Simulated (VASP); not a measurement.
Write the native input for VASP 6.6.1 that does the following.

```
Task                   : single point
Functional             : PBEsol
Potentials or basis    : VASP PAW PBE potentials, release 64 (Ru_pv)
Cutoff                 : 520 eV
k mesh                 : 18 × 18 × 10
Occupations            : gaussian, width 0.1 eV
Spin                   : no spin polarisation
Dipole correction      : no
Further INCAR settings : ALGO = Normal; EDIFF = 1e-06; NBANDS = 21
```

The structure of Ru lies in POSCAR:

```
Ru
1.0
    2.6977555309      0.0000000000      0.0000000000
   -1.3488777655      2.3363248230      0.0000000000
    0.0000000000      0.0000000000      4.2633757799
Ru
2
Direct
    0.3333333333      0.6666666667      0.2500000000
    0.6666666667      0.3333333333      0.7500000000
```

These files were run (other wordings do the same):

INCAR

```
SYSTEM = Ru
PREC = Accurate ; ENCUT = 520
EDIFF = 1E-6 ; ISMEAR = 0
SIGMA = 0.1 ; LREAL = .False.
LASPH = .True. ; NELM = 100
ALGO = Normal ; ISIF = 2
LWAVE = .False. ; LCHARG = .True.
GGA = PS ; LELF = .True.
LVHAR = .True. ; NBANDS = 21
```

KPOINTS

```
regular mesh
0
Gamma
  18 18 10
  0 0 0
```

Potentials or basis: VASP PAW PBE potentials, release 64 (Ru_pv).

Command:

```sh
$ cat potpaw_PBE.64/Ru_pv/POTCAR > POTCAR
$ mpirun -np 1 vasp_std > vasp.out
```

It gave:

```json
{
  "Pressure": "-3.0 GPa",
  "Band gap on the k mesh": "zero (bands 14 and 15 overlap by 3.17 eV)"
}
```

Caveat: the cell stands under tension; the PAW data sets were made with another functional, which shifts forces and pressure a little.

It took 110 s on 1 thread of Intel Xeon 8259CL (shared host), peak memory 0.21 GiB.
